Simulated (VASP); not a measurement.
Input of a VASP 6.6.1 run:

The input INCAR:

```
PREC = Accurate ; ENCUT = 700
EDIFF = 1E-6 ; ISMEAR = 0
SIGMA = 0.02 ; LREAL = F
LASPH = T ; NELM = 200
ALGO = Normal ; ISIF = 2
LWAVE = F ; LCHARG = T
LMAXMIX = 4 ; LDAU = T
LDAUTYPE = 2 ; LDAUL = 2 -1
LDAUU = 3.32 0 ; LDAUJ = 0 0
LDAUPRINT = 1 ; GGA = PE
LELF = T ; LVHAR = T
NBANDS = 31 ; GGA_COMPAT = F
```

KPOINTS

```
Automatic mesh
0
Gamma
  12 12 8
```

The input POSCAR:

```
CoO
1.0
    3.1976457435      0.0000000000      0.0000000000
   -1.5988228718      2.7692424462      0.0000000000
    0.0000000000      0.0000000000      5.2287097100
Co O
2 2
Direct
    0.0000000000      0.0000000000      0.0034741400
    0.3333333333      0.6666666667      0.5033624100
    0.0000000000      0.0000000000      0.3716088500
    0.3333333333      0.6666666667      0.8715556000
```

Potentials or basis: VASP PAW PBE potentials, release 64 (Co_sv, O).

The run is started by

```bash
$ cat potpaw_PBE.64/Co_sv/POTCAR potpaw_PBE.64/O/POTCAR > POTCAR
$ mpirun -np 1 vasp_std > vasp.out
```

Q: Predict the pressure.

A: -15.1 GPa.

Q: What does it give for the band gap on the k mesh?

A: Zero (bands 23 and 24 overlap by 1.39 eV).

Eigenvalues of the final occupation matrices:
| site | spin | trace | eigenvalues |
| --- | --- | --- | --- |
| site 1 d | 1 | 3.42 | 0.56 0.56 0.56 0.87 0.87 |
| site 1 d | 2 | 3.42 | 0.56 0.56 0.56 0.87 0.87 |
| site 2 d | 1 | 3.42 | 0.56 0.56 0.56 0.87 0.87 |
| site 2 d | 2 | 3.42 | 0.56 0.56 0.56 0.87 0.87 |

Caveat: the stress differs along the axes, from -18 to -10 GPa; the run has no spin polarisation, though such a crystal can be magnetic; U without spin polarisation on a metal has little footing. Spin polarisation is off, so any magnetic state and its effect on volume and gap are missing.
